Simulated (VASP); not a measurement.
# Si8H3Cl in VASP: single point with PBEsol

Aim: the single point of Si8H3Cl with PBEsol.

All numbers are computed with VASP 6.6.1; they aren't measurements. Logs are shortened: lines on timing, memory, paths and dates and some standing lists are left out, and cuts for length are marked.

### 1 The cell of the first run

The cell holds a slab with vacuum, 24 atoms: a = 7.679 Å, b = 7.679 Å, c = 18.869 Å, α = 90.00°, β = 90.00°, γ = 60.00°.

### 2 Single point, PBEsol

File INCAR:

```
PREC = Accurate
ENCUT = 520
EDIFF = 1E-7
ISMEAR = -1
SIGMA = 0.02
LREAL = Auto
LASPH = True
NELM = 60
ALGO = Normal
ISIF = 2
LWAVE = False
LCHARG = False
GGA = PS
NBANDS = 60
```

File KPOINTS:

```
regular mesh
0
Gamma
  2 2 1
```

File POSCAR:

```
Si8H3Cl
1.0
    7.6791800000      0.0000000000      0.0000000000
    3.8395900000      6.6503650000      0.0000000000
    0.0000000000      0.0000000000     18.8687650000
H Si Cl
6 16 2
Direct
    0.1666667000      0.1666667000      0.0529976000
    0.6666667000      0.1666667000      0.0529976000
    0.1666667000      0.6666667000      0.0529976000
    0.6666667000      0.6666667000      0.0529976000
    0.0004063504      0.4991209305      0.4177877576
    0.5009310923      0.4999309151      0.4177770548
    0.1666667000      0.1666667000      0.1324941000
    0.6666667000      0.1666667000      0.1324941000
    0.1666667000      0.6666667000      0.1324941000
    0.6666667000      0.6666667000      0.1324941000
   -0.1665971262      0.3332833161      0.1725025924
    0.3334431958      0.3332591799      0.1726140975
   -0.1666287069      0.8333767082      0.1724041109
    0.3332903810      0.8333786192      0.1723448488
   -0.1669426721      0.3352140061      0.2967035174
    0.3331564231      0.3349557393      0.2968863528
   -0.1649300255      0.8314407561      0.2967254433
    0.3349775816      0.8312995639      0.2966459610
    0.0004460338      0.0007206165      0.3356067232
    0.5005880076      0.0002484955      0.3356641958
    0.0010594909      0.4992101468      0.3381602321
    0.5011455784      0.4991415470      0.3381597776
    0.5019289211     -0.0012891880      0.4462250110
    0.0003454364      0.0007223738      0.4459249763
```

Potentials or basis: VASP PAW PBE potentials, release 64 (H, Si, Cl).

Command:

```console
$ cat potpaw_PBE.64/H/POTCAR potpaw_PBE.64/Si/POTCAR potpaw_PBE.64/Cl/POTCAR > POTCAR
$ mpirun -np 1 vasp_std > vasp.out
```

OUTCAR:

```text
PREC = Accurate
   ENCUT = 520
   EDIFF = 1E-7
   ISMEAR = -1
   LREAL = Auto
   LASPH = True
   NELM = 60
   ISIF = 2
   GGA = PS

 ion  position               nearest neighbor table
   1  0.167  0.167  0.053-   7 1.50
   2  0.667  0.167  0.053-   8 1.50
   3  0.167  0.667  0.053-   9 1.50
   4  0.667  0.667  0.053-  10 1.50
   5  0.000  0.499  0.418-  21 1.50
   6  0.501  0.500  0.418-  22 1.50
   7  0.167  0.167  0.132-   1 1.50  14 2.34  11 2.34  12 2.34
   8  0.667  0.167  0.132-   2 1.50  13 2.34  12 2.34  11 2.34
   9  0.167  0.667  0.132-   3 1.50  14 2.34  13 2.34  12 2.34
  10  0.667  0.667  0.132-   4 1.50  14 2.34  13 2.34  11 2.34
  11  0.833  0.333  0.173-   7 2.34   8 2.34  10 2.34  15 2.34
  12  0.333  0.333  0.173-   8 2.34   7 2.34   9 2.34  16 2.34
[... 8 lines left out ...]
  21  0.001  0.499  0.338-   5 1.50  16 2.34  15 2.34  17 2.34
  22  0.501  0.499  0.338-   6 1.50  15 2.34  16 2.34  18 2.34
  23  0.502  0.999  0.446-  20 2.09
  24  0.000  0.001  0.446-  19 2.08

  LATTYP: Found a hexagonal cell.
 ALAT       =     7.6791800344
 C/A-ratio  =     2.4571327818

  Lattice vectors:

 A1 = (  -3.8395900000,  -6.6503650000,   0.0000000000)
 A2 = (   7.6791800000,   0.0000000000,   0.0000000000)
 A3 = (   0.0000000000,   0.0000000000,  18.8687650000)

Analysis of symmetry for initial positions (statically):
=====================================================================
 Subroutine PRICEL returns:
 Original cell was already a primitive cell.

 Routine SETGRP: Setting up the symmetry group for a
 hexagonal supercell.

 Subroutine GETGRP returns: Found  1 space group operations
 (whereof  1 operations were pure point group operations)
 out of a pool of 24 trial point group operations.

The static configuration has the point symmetry C_1 .

Analysis of symmetry for dynamics (positions and initial velocities):
=====================================================================
 Subroutine PRICEL returns:
 Original cell was already a primitive cell.

 Routine SETGRP: Setting up the symmetry group for a
 hexagonal supercell.

 Subroutine GETGRP returns: Found  1 space group operations
 (whereof  1 operations were pure point group operations)
 out of a pool of 24 trial point group operations.

The dynamic configuration has the point symmetry C_1 .

 Subroutine INISYM returns: Found  1 space group operations
 (whereof  1 operations are pure point group operations),
 and found     1 'primitive' translations

----------------------------------------------------------------------------------------

                                     Primitive cell

  volume of cell :     963.6156

  direct lattice vectors                    reciprocal lattice vectors
     7.679180000  0.000000000  0.000000000     0.130222237 -0.075183843  0.000000000
     3.839590000  6.650365000  0.000000000     0.000000000  0.150367687  0.000000000
     0.000000000  0.000000000 18.868765000     0.000000000  0.000000000  0.052997639

  length of vectors
     7.679180000  7.679180034 18.868765000     0.150367687  0.150367687  0.052997639

  position of ions in fractional coordinates (direct lattice)
     0.166666700  0.166666700  0.052997600
     0.666666700  0.166666700  0.052997600
     0.166666700  0.666666700  0.052997600
     0.666666700  0.666666700  0.052997600
     0.000406350  0.499120930  0.417787758
     0.500931092  0.499930915  0.417777055
[... 16 lines left out ...]
     0.501928921  0.998710812  0.446225011
     0.000345436  0.000722374  0.445924976

  ion indices of the primitive-cell ions
   primitive index   ion index
                 1           1
                 2           2
                 3           3
                 4           4
                 5           5
                 6           6
[... 16 lines left out ...]
                23          23
                24          24

----------------------------------------------------------------------------------------

 KPOINTS: regular mesh

Automatic generation of k-mesh.
 Grid dimensions read from file:
 generate k-points for:    2    2    1

 Generating k-lattice:

  Cartesian coordinates                     Fractional coordinates (reciprocal lattice)
     0.065111119 -0.037591922  0.000000000     0.500000000  0.000000000  0.000000000
     0.000000000  0.075183843  0.000000000     0.000000000  0.500000000  0.000000000
     0.000000000  0.000000000  0.052997639     0.000000000  0.000000000  1.000000000

  Length of vectors
     0.075183844  0.075183843  0.052997639

  Shift w.r.t. Gamma in fractional coordinates (k-lattice)
     0.000000000  0.000000000  0.000000000

 Subroutine IBZKPT returns following result:
 ===========================================

 Found      4 irreducible k-points:

 Following reciprocal coordinates:
            Coordinates               Weight
  0.000000  0.000000  0.000000      1.000000
  0.500000 -0.000000  0.000000      1.000000
  0.500000  0.500000  0.000000      1.000000
  0.000000  0.500000  0.000000      1.000000
   k-points           NKPTS =      4   k-points in BZ     NKDIM =      4   number of bands    NBANDS=     60
   number of dos      NEDOS =    301   number of ions     NIONS =     24
   total plane-waves  NPLWV = 504000
   dimension x,y,z NGX =    60 NGY =   60 NGZ =  140
   dimension x,y,z NGXF=   120 NGYF=  120 NGZF=  280
   ions per type =               6  16   2
   NGX,Y,Z   is equivalent  to a cutoff of  12.99, 12.99, 12.33 a.u.
   NGXF,Y,Z  is equivalent  to a cutoff of  25.98, 25.98, 24.67 a.u.
 SYSTEM =  unknown system
   PREC   = accura    normal or accurate (medium, high low for compatibility)
   ISTART =      0    job   : 0-new  1-cont  2-samecut
   ICHARG =      2    charge: 1-file 2-atom 10-const
   ISPIN  =      1    spin polarized calculation?
   LNONCOLLINEAR =      F non collinear calculations
   LSORBIT =      F    spin-orbit coupling
   LASPH  =      T    aspherical Exc in radial PAW
   ENCUT  =  520.0 eV  38.22 Ry    6.18 a.u.  14.28 14.28 35.08*2*pi/ulx,y,z
   NELM   =     60;   NELMIN=  2; NELMDL= -5     # of ELM steps
   EDIFF  = 0.1E-06   stopping-criterion for ELM
   LREAL  =      T    real-space projection
   EDIFFG = 0.1E-05   stopping-criterion for IOM
   NSW    =      0    number of steps for IOM
   IBRION =     -1    ionic relax: 0-MD 1-quasi-New 2-CG
   NFREE  =      0    steps in history (QN), initial steepest desc. (CG)
   ISIF   =      2    stress and relaxation
   ISYM   =      2    0-nonsym 1-usesym 2-fastsym
   POTIM  = 0.5000    time-step for ionic-motion
   TEBEG  =    0.0;   TEEND  =   0.0 temperature during run
   PSTRESS=    0.0 pullay stress
   NELECT =      84.0000    total number of electrons
   NUPDOWN=      -1.0000    fix difference up-down
   EMIN   =  10.00;   EMAX   =-10.00  energy-range for DOS
   EFERMI =   0.00;   METHOD = LEGACY
   ISMEAR =    -1;   SIGMA  =   0.02  broadening in eV -4-tet -1-fermi 0-gaus
   EFERMI_NEDOS =   21; number of points for ismear=-14 and -15
   IALGO  =     38    algorithm
   IMIX   =      4    mixing-type and parameters
     AMIX     =   0.40;   BMIX     =  1.00
     AMIX_MAG =   1.60;   BMIX_MAG =  1.00
  volume/ion in A,a.u.               =      40.15       270.95
  Fermi-wavevector in a.u.,A,eV,Ry     =   0.725883  1.371720  7.168994  0.526906
  Thomas-Fermi vector in A             =   1.816717
   LORBIT       =      0    0 simple, 1 ext, 2 COOP (PROOUT), +10 PAW based schemes
   GGA     = PS    functional components
   LHFCALC =     F    Hartree Fock is set to
   AEXX    =    0.0000 exact exchange contribution
   IVDW    =     0    specifies the selected vdW correction
   LEPSILON=     F    determine dielectric tensor
   LRPA    =     F    only Hartree local field effects (RPA)
 non-spin polarized calculation
  energy-cutoff  :      520.00
  volume of cell :      963.62
 maximum number of plane-waves:     25966
 NGX is ok and might be reduce to    60
   NGX = 29   NGY = 29   NGZ = 71

 number of electron      84.0000007 magnetization

 Free energy of the ion-electron system (eV)
  ---------------------------------------------------
  ext. energy  EPLUGINS =         0.00000000
  ---------------------------------------------------
  free energy    TOTEN  =      -116.74370625 eV

  energy without entropy =     -116.74370625  energy(sigma->0) =     -116.74370625

 E-fermi :  -0.6385     XC(G=0):  -4.4904

 val. band max:       -1.1224603312   @ k =   0.0000   0.0000   0.0000
 cond. band min:       0.0641643949   @ k =   0.0000   0.0000   0.0000
 fundamental gap:      1.1866247261
 Fermi energy:        -0.6385178759

 k-point     1 :       0.0000    0.0000    0.0000
  band No.  band energies     occupation
      1     -16.7691      2.00000
      2     -16.6407      2.00000
      3     -12.4399      2.00000
      4     -11.2762      2.00000
      5     -10.2802      2.00000
      6     -10.2653      2.00000
[... 46 lines left out ...]
     53       1.3168      0.00000
     54       2.1718      0.00000

 k-point     2 :       0.5000   -0.0000    0.0000
  band No.  band energies     occupation
      1     -16.7158      2.00000
      2     -16.6951      2.00000
      3     -11.7404      2.00000
      4     -11.7403      2.00000
      5     -10.6122      2.00000
      6     -10.6119      2.00000
[... 46 lines left out ...]
     53       2.7764      0.00000
     54       2.7787      0.00000

 k-point     3 :       0.5000    0.5000    0.0000
  band No.  band energies     occupation
      1     -16.7158      2.00000
      2     -16.6951      2.00000
      3     -11.7412      2.00000
      4     -11.7400      2.00000
      5     -10.6123      2.00000
      6     -10.6117      2.00000
[... 46 lines left out ...]
     53       2.7707      0.00000
     54       2.7767      0.00000

 k-point     4 :       0.0000    0.5000    0.0000
  band No.  band energies     occupation
      1     -16.7674      2.00000
      2     -16.6412      2.00000
      3     -11.7674      2.00000
      4     -11.7196      2.00000
      5     -10.6674      2.00000
      6     -10.5487      2.00000
[... 46 lines left out ...]
     53       2.7421      0.00000
     54       2.7523      0.00000
 [bands above 54 left out]

------------------------ aborting loop because EDIFF is reached ----------------------------------------

  FORCE on cell =-STRESS in cart. coord.  units (eV):
  Direction    XX          YY          ZZ          XY          YZ          ZX
  --------------------------------------------------------------------------------------
  -------------------------------------------------------------------------------------
  Total        3.2414544      2.7417897      0.4848331     -0.0178852      0.0448328     -0.0823983
  in kB        5.3894778      4.5586990      0.8061187     -0.0297372      0.0745423     -0.1370014
  external PRESSURE =       3.5847652 kB  Pullay stress =       0.0000000 kB

 VOLUME and BASIS-vectors are now :
 -----------------------------------------------------------------------------
  energy-cutoff  :      520.00
  volume of cell :      963.62
      direct lattice vectors                 reciprocal lattice vectors
     7.679180000  0.000000000  0.000000000     0.130222237 -0.075183843  0.000000000
     3.839590000  6.650365000  0.000000000     0.000000000  0.150367687  0.000000000
     0.000000000  0.000000000 18.868765000     0.000000000  0.000000000  0.052997639

 POSITION                                       TOTAL-FORCE (eV/Angst)
 -----------------------------------------------------------------------------------
      1.91980      1.10839      1.00000         0.003487     -0.001898     -0.112066
      5.75939      1.10839      1.00000         0.000434     -0.002728     -0.111916
      3.83959      4.43358      1.00000         0.001900     -0.000100     -0.115877
      7.67918      4.43358      1.00000         0.002798      0.002924     -0.116448
      1.91954      3.31934      7.88314         0.003434      0.008093      0.011151
      5.76627      3.32472      7.88294        -0.001081      0.002516      0.014041
[... 16 lines left out ...]
      7.68904      6.64179      8.41971        -0.007113      0.004829     -0.100942
      0.00543      0.00480      8.41405         0.000881     -0.001947     -0.032414
 -----------------------------------------------------------------------------------
    total drift:                               -0.011122     -0.006025     -0.008790

  FREE ENERGIE OF THE ION-ELECTRON SYSTEM (eV)
  ---------------------------------------------------
  free  energy   TOTEN  =      -116.7437062514 eV

  energy  without entropy=     -116.7437062514  energy(sigma->0) =     -116.74370625
```

It took 6 min on 1 thread of AMD EPYC 9R45 (Zen 5), shared host; peak memory 0.98 GiB.

What came out:

```yaml
Free_energy: -116.7437 eV
Largest_force: 0.123 eV/Å
Band_gap_on_the_k_mesh: 1.19 eV
```

Forces in eV/Å, atoms in the order of the input:
```
H    0.003 -0.002 -0.112
H    0.000 -0.003 -0.112
H    0.002  0.000 -0.116
H    0.003  0.003 -0.116
H    0.003  0.008  0.011
H   -0.001  0.003  0.014
Si   0.007  0.016  0.121
Si   0.002  0.012  0.122
Si  -0.002 -0.017  0.089
Si   0.003 -0.010  0.085
Si   0.000  0.004 -0.005
Si  -0.002  0.002 -0.004
Si   0.000 -0.004 -0.007
Si   0.008 -0.003 -0.005
Si   0.000 -0.006  0.012
Si  -0.002 -0.005  0.013
Si  -0.004 -0.002 -0.005
Si  -0.003  0.001  0.004
Si  -0.005  0.000  0.050
Si  -0.001  0.003  0.106
Si  -0.004 -0.005 -0.004
Si  -0.001  0.000 -0.008
Cl  -0.007  0.005 -0.101
Cl   0.001 -0.002 -0.032
```

Caveat: the k points lie up to 0.47 Å⁻¹ apart; the PAW data sets were made with another functional, which shifts forces and pressure a little.
